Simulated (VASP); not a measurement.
The system is Ru.

```
CELL_PARAMETERS angstrom
2.70783 0.00000 0.00000
-1.35391 2.34505 0.00000
0.00000 0.00000 4.26810
ATOMIC_POSITIONS crystal
Ru 0.33333 0.66667 0.25000
Ru 0.66667 0.33333 0.75000
```

- Program: VASP 6.6.1
- Task: relaxation of cell and atoms
- Functional: PBEsol
- Potentials or basis: VASP PAW PBE potentials, release 64 (Ru_pv)
- Cutoff: 500 eV
- k mesh: 18 × 18 × 10
- Occupations: gaussian, width 0.1 eV
- Spin: no spin polarisation

At the start: pressure -5.8 GPa; volume 13.55 Å³/atom.

**Question.** Where does the relaxation end?

**Answer.** Over 10 steps the energy falls by 4.4 meV/atom and the volume is 13.32 Å³/atom (-1.7 %); space group P6_3/mmc (No. 194, to 0.1 Å) before and after.

Step by step:
```
step  energy change (eV)  largest force (eV/Å)  pressure (GPa)  volume (Å³)
   1              0.0000                0.0000           -5.79        27.10
   2              0.0810                0.0000           21.57        25.23
   3             -0.0087                0.0000           -0.10        26.64
   4             -0.0087                0.0000            0.03        26.63
   5             -0.0088                0.0000           -0.03        26.63
   6             -0.0088                0.0000           -0.02        26.63
   7             -0.0088                0.0000           -0.01        26.63
   8             -0.0088                0.0000           -0.01        26.63
   9             -0.0088                0.0000            0.03        26.63
  10             -0.0088                0.0000            0.00        26.63
```

Final structure:
```yaml
crystal:
  lattice:
    - [2.68933, 0.00000, 0.00000]
    - [-1.34466, 2.32903, 0.00000]
    - [0.00000, 0.00000, 4.25203]
  atoms:
    - { symbol: Ru, position: [0.33333, 0.66667, 0.25000] }
    - { symbol: Ru, position: [0.66667, 0.33333, 0.75000] }
```

Caveat: the PAW data sets were made with another functional, which shifts forces and pressure a little.
